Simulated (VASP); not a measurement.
# TiO2 (P1) in VASP: single point with PBE+U

Aim: the single point of TiO2 with PBE+U.

All numbers are computed with VASP 6.6.1; they aren't measurements. Logs are shortened: lines on timing, memory, paths and dates and some standing lists are left out, and cuts for length are marked.

## Step 1: The cell of the first run

The typed cell holds 6 atoms: a = 4.166 Å, b = 4.579 Å, c = 2.953 Å, α = 96.60°, β = 92.54°, γ = 89.59°.

## Step 2: Single point, PBE+U (atoms moved at random and the cell strained at random)

The input, INCAR:

```
ALGO = Normal
EDIFF = 1E-6
ENCUT = 520
GGA = PE
ISIF = 2
ISMEAR = 0
LASPH = True
LCHARG = False
LDAU = True
LDAUJ = 0 0
LDAUL = 2 -1
LDAUPRINT = 1
LDAUTYPE = 2
LDAUU = 4 0
LMAXMIX = 4
LREAL = False
LWAVE = False
NBANDS = 33
NELM = 150
PREC = Accurate
SIGMA = 0.05
```

The input, KPOINTS:

```
k-points
0
Gamma
  6 6 10
```

The input, POSCAR:

```
TiO2
1.0
    4.1647490745      0.0128129172     -0.0962719478
    0.0128129172      4.5712062743     -0.2630420190
   -0.0623721027     -0.1704181144      2.9477009159
Ti O
2 4
Direct
   -0.0168703280      0.0357582192      0.0842924146
    0.4445048061      0.4758813409      0.4346021467
    0.4304097042      0.3072723028      0.0670894084
    0.1863978604      0.7531271658      0.4799782045
    0.6775137521      0.6672331570     -0.0637384301
    0.7780442052      0.2607278143      0.4977762559
```

Potentials or basis: VASP PAW PBE potentials, release 64 (Ti_sv, O).

Run with:

```sh
cat potpaw_PBE.64/Ti_sv/POTCAR potpaw_PBE.64/O/POTCAR > POTCAR
mpirun -np 1 vasp_std > vasp.out
```

OUTCAR:

```text
EDIFF = 1E-6
   ENCUT = 520
   GGA = PE
   ISIF = 2
   ISMEAR = 0
   LASPH = True
   LREAL = False
   NELM = 150
   PREC = Accurate

 ion  position               nearest neighbor table
   1  0.983  0.036  0.084-   6 1.75   4 2.00   5 2.11   6 2.25   3 2.25   4 2.27   2 2.87
   2  0.445  0.476  0.435-   3 1.26   4 1.66   6 1.71   5 1.87   5 2.08   3 2.10   1 2.87
   3  0.430  0.307  0.067-   2 1.26   6 1.91   2 2.10   1 2.25
   4  0.186  0.753  0.480-   2 1.66   1 2.00   1 2.27
   5  0.678  0.667  0.936-   2 1.87   2 2.08   1 2.11
   6  0.778  0.261  0.498-   2 1.71   1 1.75   3 1.91   1 2.25

  LATTYP: Found a triclinic cell.
 ALAT       =     9.8807359594
 B/A-ratio  =     0.4216165024
 C/A-ratio  =     0.9405301290
 COS(alpha) =     0.0070056002
 COS(beta)  =     0.5067285211
 COS(gamma) =     0.8531565325

  Lattice vectors:

 A1 = (   8.3790573345,  -4.3751623255,  -2.8772027925)
 A2 = (   4.1647490745,   0.0128129172,  -0.0962719478)
 A3 = (   0.0367462683,  -8.9719944342,  -2.4216168779)

Analysis of symmetry for initial positions (statically):
=====================================================================
 Subroutine PRICEL returns:
 Original cell was already a primitive cell.

 Routine SETGRP: Setting up the symmetry group for a
 triclinic supercell.

 Subroutine GETGRP returns: Found  1 space group operations
 (whereof  1 operations were pure point group operations)
 out of a pool of  2 trial point group operations.

The static configuration has the point symmetry C_1 .

Analysis of symmetry for dynamics (positions and initial velocities):
=====================================================================
 Subroutine PRICEL returns:
 Original cell was already a primitive cell.

 Routine SETGRP: Setting up the symmetry group for a
 triclinic supercell.

 Subroutine GETGRP returns: Found  1 space group operations
 (whereof  1 operations were pure point group operations)
 out of a pool of  2 trial point group operations.

The dynamic configuration has the point symmetry C_1 .

 Subroutine INISYM returns: Found  1 space group operations
 (whereof  1 operations are pure point group operations),
 and found     1 'primitive' translations

----------------------------------------------------------------------------------------

                                     Primitive cell

  volume of cell :      55.9039

  direct lattice vectors                    reciprocal lattice vectors
     4.164749075  0.012812917 -0.096271948     0.240228670 -0.000382123  0.005061045
     0.012812917  4.571206274 -0.263042019    -0.000382123  0.219491448  0.012681573
    -0.062372103 -0.170418114  2.947700916     0.007811772  0.019574132  0.340544394

  length of vectors
     4.165881337  4.578786092  2.953281785     0.240282280  0.219857827  0.341195919

  position of ions in fractional coordinates (direct lattice)
     0.983129672  0.035758219  0.084292415
     0.444504806  0.475881341  0.434602147
     0.430409704  0.307272303  0.067089408
     0.186397860  0.753127166  0.479978204
     0.677513752  0.667233157  0.936261570
     0.778044205  0.260727814  0.497776256

  ion indices of the primitive-cell ions
   primitive index   ion index
                 1           1
                 2           2
                 3           3
                 4           4
                 5           5
                 6           6

[... 101 lines left out ...]
   LHFCALC =     F    Hartree Fock is set to
   AEXX    =    0.0000 exact exchange contribution
   IVDW    =     0    specifies the selected vdW correction
   LEPSILON=     F    determine dielectric tensor
   LRPA    =     F    only Hartree local field effects (RPA)
 non-spin polarized calculation
 Gauss-broadening in eV      SIGMA  =   0.05
  energy-cutoff  :      520.00
  volume of cell :       55.90
 maximum number of plane-waves:      1530
   NGX = 15   NGY = 17   NGZ = 11

atom =   1  type =  1  l = 2

 onsite density matrix

spin component  1

  0.2173  0.0014 -0.0490  0.0568  0.0007
  0.0014  0.2052 -0.0005 -0.0792 -0.0010
 -0.0490 -0.0005  0.1308 -0.0181  0.0081
  0.0568 -0.0792 -0.0181  0.1871 -0.0276
  0.0007 -0.0010  0.0081 -0.0276  0.1162

spin component  2

  0.2173  0.0014 -0.0490  0.0568  0.0007
  0.0014  0.2052 -0.0005 -0.0792 -0.0010
 -0.0490 -0.0005  0.1308 -0.0181  0.0081
  0.0568 -0.0792 -0.0181  0.1871 -0.0276
  0.0007 -0.0010  0.0081 -0.0276  0.1162

 occupancies and eigenvectors

  o =  0.0830  v = -0.3380  0.3970 -0.2100  0.6007  0.5685  0.0000  0.0000  0.0000  0.0000  0.0000      0.0000  0.0000  0.0000  0.0000  0.0000  0.0000  0.0000  0.0000  0.0000  0.0000
  o =  0.0830  v =  0.0000  0.0000  0.0000  0.0000  0.0000 -0.3380  0.3970 -0.2100  0.6007  0.5685      0.0000  0.0000  0.0000  0.0000  0.0000  0.0000  0.0000  0.0000  0.0000  0.0000
  o =  0.1111  v = -0.2659 -0.2276 -0.8961 -0.2690 -0.0459  0.0000  0.0000  0.0000  0.0000  0.0000      0.0000  0.0000  0.0000  0.0000  0.0000  0.0000  0.0000  0.0000  0.0000  0.0000
  o =  0.1111  v =  0.0000  0.0000  0.0000  0.0000  0.0000 -0.2659 -0.2276 -0.8961 -0.2690 -0.0459      0.0000  0.0000  0.0000  0.0000  0.0000  0.0000  0.0000  0.0000  0.0000  0.0000
  o =  0.1296  v =  0.0000  0.0000  0.0000  0.0000  0.0000 -0.2704  0.3634 -0.0762  0.3526 -0.8153      0.0000  0.0000  0.0000  0.0000  0.0000  0.0000  0.0000  0.0000  0.0000  0.0000
  o =  0.1296  v = -0.2704  0.3634 -0.0762  0.3526 -0.8153  0.0000  0.0000  0.0000  0.0000  0.0000      0.0000  0.0000  0.0000  0.0000  0.0000  0.0000  0.0000  0.0000  0.0000  0.0000
  o =  0.2275  v =  0.0000  0.0000  0.0000  0.0000  0.0000  0.6810  0.6394 -0.3156 -0.1658  0.0169      0.0000  0.0000  0.0000  0.0000  0.0000  0.0000  0.0000  0.0000  0.0000  0.0000
  o =  0.2275  v =  0.6810  0.6394 -0.3156 -0.1658  0.0169  0.0000  0.0000  0.0000  0.0000  0.0000      0.0000  0.0000  0.0000  0.0000  0.0000  0.0000  0.0000  0.0000  0.0000  0.0000
  o =  0.3055  v = -0.5275  0.4996  0.2179 -0.6442  0.0987  0.0000  0.0000  0.0000  0.0000  0.0000      0.0000  0.0000  0.0000  0.0000  0.0000  0.0000  0.0000  0.0000  0.0000  0.0000
  o =  0.3055  v =  0.0000  0.0000  0.0000  0.0000  0.0000 -0.5275  0.4996  0.2179 -0.6442  0.0987      0.0000  0.0000  0.0000  0.0000  0.0000  0.0000  0.0000  0.0000  0.0000  0.0000

atom =   2  type =  1  l = 2

 onsite density matrix

spin component  1

  0.3058 -0.0016  0.0643  0.0650 -0.0079
 -0.0016  0.5224  0.2161  0.0231 -0.1591
  0.0643  0.2161  0.4079  0.0111 -0.0231
  0.0650  0.0231  0.0111  0.2481  0.0237
 -0.0079 -0.1591 -0.0231  0.0237  0.2074

spin component  2

  0.3058 -0.0016  0.0643  0.0650 -0.0079
 -0.0016  0.5224  0.2161  0.0231 -0.1591
  0.0643  0.2161  0.4079  0.0111 -0.0231
  0.0650  0.0231  0.0111  0.2481  0.0237
 -0.0079 -0.1591 -0.0231  0.0237  0.2074

 occupancies and eigenvectors

  o =  0.1066  v = -0.2262 -0.4649  0.3142  0.2803 -0.7453  0.0000  0.0000  0.0000  0.0000  0.0000      0.0000  0.0000  0.0000  0.0000  0.0000  0.0000  0.0000  0.0000  0.0000  0.0000
  o =  0.1066  v =  0.0000  0.0000  0.0000  0.0000  0.0000 -0.2262 -0.4649  0.3142  0.2803 -0.7453      0.0000  0.0000  0.0000  0.0000  0.0000  0.0000  0.0000  0.0000  0.0000  0.0000
  o =  0.2168  v =  0.5454 -0.0994 -0.0785 -0.7212 -0.4079  0.0000  0.0000  0.0000  0.0000  0.0000      0.0000  0.0000  0.0000  0.0000  0.0000  0.0000  0.0000  0.0000  0.0000  0.0000
  o =  0.2168  v =  0.0000  0.0000  0.0000  0.0000  0.0000  0.5454 -0.0994 -0.0785 -0.7212 -0.4079      0.0000  0.0000  0.0000  0.0000  0.0000  0.0000  0.0000  0.0000  0.0000  0.0000
  o =  0.2666  v = -0.2832 -0.2976  0.6833 -0.4651  0.3848  0.0000  0.0000  0.0000  0.0000  0.0000      0.0000  0.0000  0.0000  0.0000  0.0000  0.0000  0.0000  0.0000  0.0000  0.0000
  o =  0.2666  v =  0.0000  0.0000  0.0000  0.0000  0.0000 -0.2832 -0.2976  0.6833 -0.4651  0.3848      0.0000  0.0000  0.0000  0.0000  0.0000  0.0000  0.0000  0.0000  0.0000  0.0000
  o =  0.3699  v =  0.0000  0.0000  0.0000  0.0000  0.0000 -0.7499  0.2781 -0.3398 -0.4272 -0.2498      0.0000  0.0000  0.0000  0.0000  0.0000  0.0000  0.0000  0.0000  0.0000  0.0000
  o =  0.3699  v = -0.7499  0.2781 -0.3398 -0.4272 -0.2498  0.0000  0.0000  0.0000  0.0000  0.0000      0.0000  0.0000  0.0000  0.0000  0.0000  0.0000  0.0000  0.0000  0.0000  0.0000
  o =  0.7318  v = -0.0940 -0.7798 -0.5593 -0.0500  0.2604  0.0000  0.0000  0.0000  0.0000  0.0000      0.0000  0.0000  0.0000  0.0000  0.0000  0.0000  0.0000  0.0000  0.0000  0.0000
  o =  0.7318  v =  0.0000  0.0000  0.0000  0.0000  0.0000 -0.0940 -0.7798 -0.5593 -0.0500  0.2604      0.0000  0.0000  0.0000  0.0000  0.0000  0.0000  0.0000  0.0000  0.0000  0.0000

 number of electron      47.9999996 magnetization

 Free energy of the ion-electron system (eV)
  ---------------------------------------------------
  ext. energy  EPLUGINS =         0.00000000
  ---------------------------------------------------
  free energy    TOTEN  =       -29.98658297 eV

  energy without entropy =      -29.98658297  energy(sigma->0) =      -29.98658297

 E-fermi :   7.8234     XC(G=0): -11.9136

 val. band max:        7.4343313841   @ k =   0.0000   0.0000   0.0000
 cond. band min:       8.4916881716   @ k =  -0.1667   0.1667   0.4000
 fundamental gap:      1.0573567876
 Fermi energy:         7.8233945664

 k-point     1 :       0.0000    0.0000    0.0000
  band No.  band energies     occupation
      1     -51.7350      2.00000
      2     -49.6356      2.00000
      3     -28.6512      2.00000
      4     -28.0115      2.00000
      5     -27.8704      2.00000
      6     -27.8223      2.00000
[... 853 lines left out ...]
     32      14.3933      0.00000
     33      15.2073      0.00000

 [... further k-points ...]
[... 5 lines left out ...]
  --------------------------------------------------------------------------------------
  -------------------------------------------------------------------------------------
  Total       29.0004094     40.8123357     67.9963579    -11.8689571     38.1769807      6.1217950
  in kB      831.1368386   1169.6605823   1948.7406966   -340.1582156   1094.1326600    175.4475017
  external PRESSURE =    1316.5127058 kB  Pullay stress =       0.0000000 kB

 VOLUME and BASIS-vectors are now :
 -----------------------------------------------------------------------------
  energy-cutoff  :      520.00
  volume of cell :       55.90
      direct lattice vectors                 reciprocal lattice vectors
     4.164749075  0.012812917 -0.096271948     0.240228670 -0.000382123  0.005061045
     0.012812917  4.571206274 -0.263042019    -0.000382123  0.219491448  0.012681573
    -0.062372103 -0.170418114  2.947700916     0.007811772  0.019574132  0.340544394

 POSITION                                       TOTAL-FORCE (eV/Angst)
 -----------------------------------------------------------------------------------
      4.08969      0.16169      0.14442        -0.780909     -6.598677     -2.650177
      1.83024      2.10698      1.11311         1.287507     31.948639     44.430352
      1.79230      1.39869      0.07550        -8.705689    -35.596755    -49.462457
      0.75601      3.36329      1.19878        -7.158142     10.138824      0.189225
      2.77183      2.89919      2.51908         4.337368      6.933870      3.623172
      3.21265      1.11698      1.32381        11.019866     -6.825901      3.869885
 -----------------------------------------------------------------------------------
    total drift:                                0.000092     -0.000132      0.000658

  FREE ENERGIE OF THE ION-ELECTRON SYSTEM (eV)
  ---------------------------------------------------
  free  energy   TOTEN  =       -29.9865829738 eV

  energy  without entropy=      -29.9865829738  energy(sigma->0) =      -29.98658297
```

Wall time 2.1 min (1 thread of Intel Xeon 6975P-C (Granite Rapids), shared host); peak memory 0.37 GiB.

Results:

```yaml
Free_energy: -29.9866 eV
Pressure: 131.7 GPa
Largest_force: 61.559 eV/Å
Band_gap_on_the_k_mesh: 1.06 eV (least direct gap 1.15 eV)
```

Forces on the atoms (eV/Å):
```
Ti   -0.781  -6.599  -2.650
Ti    1.288  31.949  44.430
O    -8.706 -35.597 -49.462
O    -7.158  10.139   0.189
O     4.337   6.934   3.623
O    11.020  -6.826   3.870
```

Levels at points of the mesh, in eV from the valence-band top:
```tsv
k point	band 20	band 21	band 22	band 23	band 24	band 25	band 26	band 27	band 28	band 29
(0.00, 0.00, 0.00)	-2.88	-2.63	-1.44	-0.80	0.00	1.15	1.81	2.13	2.90	3.05
(0.50, 0.00, 0.00)	-2.94	-2.91	-2.16	-0.93	-0.69	1.59	2.03	2.25	3.01	3.67
(0.00, 0.50, 0.00)	-3.03	-2.75	-2.13	-0.79	-0.07	1.51	1.92	2.42	2.94	3.36
(0.50, 0.50, 0.00)	-2.97	-2.47	-1.76	-1.09	-0.66	1.13	1.79	2.20	2.59	3.45
(0.00, 0.00, 0.50)	-3.43	-2.99	-2.72	-1.25	-1.10	1.13	2.00	2.45	3.15	4.21
(0.50, 0.00, 0.50)	-3.57	-2.60	-1.72	-1.66	-0.55	1.29	1.89	2.69	3.30	3.67
(0.00, 0.50, 0.50)	-3.37	-2.80	-2.63	-1.57	-1.13	1.25	1.95	2.74	3.26	3.57
(0.50, 0.50, 0.50)	-3.46	-2.83	-1.96	-1.27	-0.16	1.19	1.78	2.42	3.03	4.31
```

Eigenvalues of the final occupation matrices:
| site | spin | trace | eigenvalues |
| --- | --- | --- | --- |
| site 1 d | 1 | 0.86 | 0.08 0.11 0.13 0.23 0.31 |
| site 1 d | 2 | 0.86 | 0.08 0.11 0.13 0.23 0.31 |
| site 2 d | 1 | 1.69 | 0.11 0.22 0.27 0.37 0.73 |
| site 2 d | 2 | 1.69 | 0.11 0.22 0.27 0.37 0.73 |

Caveat: the cell differs from its parent crystal (atoms moved at random and the cell strained at random); atoms lie so close that the PAW spheres overlap strongly, which falsifies energies and pressures; the stress differs along the axes, from 83 to 195 GPa; forces of over 1 eV/Å act on the atoms, so gaps and moduli don't describe the material at rest. A k mesh can miss the band edges.
